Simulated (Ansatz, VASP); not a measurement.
# Mg: VASP beside Ansatz

```
CELL_PARAMETERS angstrom
3.19682 0.00000 0.00000
-1.59841 2.76853 0.00000
0.00000 0.00000 10.39821
ATOMIC_POSITIONS crystal
Mg 0.00000 0.00000 0.00000
Mg 0.00000 0.00000 0.50000
Mg 0.33333 0.66667 0.25000
Mg 0.66667 0.33333 0.75000
```

Alike in both runs: functional PBE; k mesh 11 × 11 × 3; occupations fermi-dirac, width 0.1 eV; no spin polarisation.

Ansatz relaxed the structure, and its values are those at the end. VASP's run is a single point on that final structure, the one shown.

|  | VASP | Ansatz |
| --- | --- | --- |
| version | VASP 6.6.1 | Ansatz 0.2.0 |
| potentials or method | VASP PAW PBE potentials, release 64 (Mg), cutoff 520 eV | plane waves (420 eV) with PAW, scalar-relativistic |
| valence electrons in the cell | 8 | 40 |

Ansatz gave:

- pressure (GPa): 0.0

Problem. Which values does VASP return?

Solution. Pressure (GPa): -0.1.

The functional is the same, so the differences come from potentials, cutoffs and numerics. VASP's potentials hold 8 valence electrons a cell and Ansatz's 40, so a difference there can come from the potentials and not from the codes.
